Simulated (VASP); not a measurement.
A run of VASP 6.6.1 is set up as follows.

File POSCAR:

```
SnO2
1.0
    0.0000000000      2.5714689762      2.5714689762
    2.5714689762      0.0000000000      2.5714689762
    2.5714689762      2.5714689762      0.0000000000
Sn O
1 2
Direct
    0.0000000000      0.0000000000      0.0000000000
    0.2500000000      0.2500000000      0.2500000000
    0.7500000000      0.7500000000      0.7500000000
```

Contents of INCAR.step1:

```
SYSTEM = SnO2
PREC = Accurate
ENCUT = 520
ISMEAR = -1
SIGMA = 0.02
LREAL = .False.
LASPH = .True.
NELM = 80
NBANDS = 20
GGA = PE
ALGO = Normal
EDIFF = 1E-4
LWAVE = .True.
LCHARG = .False.
```

INCAR.step2

```
SYSTEM = SnO2
PREC = Accurate
ENCUT = 520
EDIFF = 1E-6
ISMEAR = -1
SIGMA = 0.02
LREAL = .False.
LASPH = .True.
NELM = 80
ALGO = Normal
ISIF = 2
LWAVE = .False.
LCHARG = .True.
METAGGA = R2SCAN
LMIXTAU = .True.
LELF = .True.
LVHAR = .True.
NBANDS = 20
ISTART = 1
```

File KPOINTS:

```
regular mesh
0
Gamma
  8 8 8
  0 0 0
```

Potentials or basis: VASP PAW PBE potentials, release 64 (Sn_d, O).

Run with:

```bash
$ cat potpaw_PBE.64/Sn_d/POTCAR potpaw_PBE.64/O/POTCAR > POTCAR
$ cp INCAR.step1 INCAR
$ mpirun -np 1 vasp_std > vasp.out
$ cp INCAR.step2 INCAR
$ mpirun -np 1 vasp_std > vasp.out
```

What does it give for the pressure?

-8.0 GPa.

Estimate the band gap on the k mesh.

0.40 eV, indirect (least direct gap 1.74 eV).

Caveat: the cell differs from its parent crystal (strain +1.5%); the PAW data sets were made with another functional, which shifts forces and pressure a little; spin-orbit coupling is left out, which moves the levels of the heavy elements. A k mesh can miss the band edges.
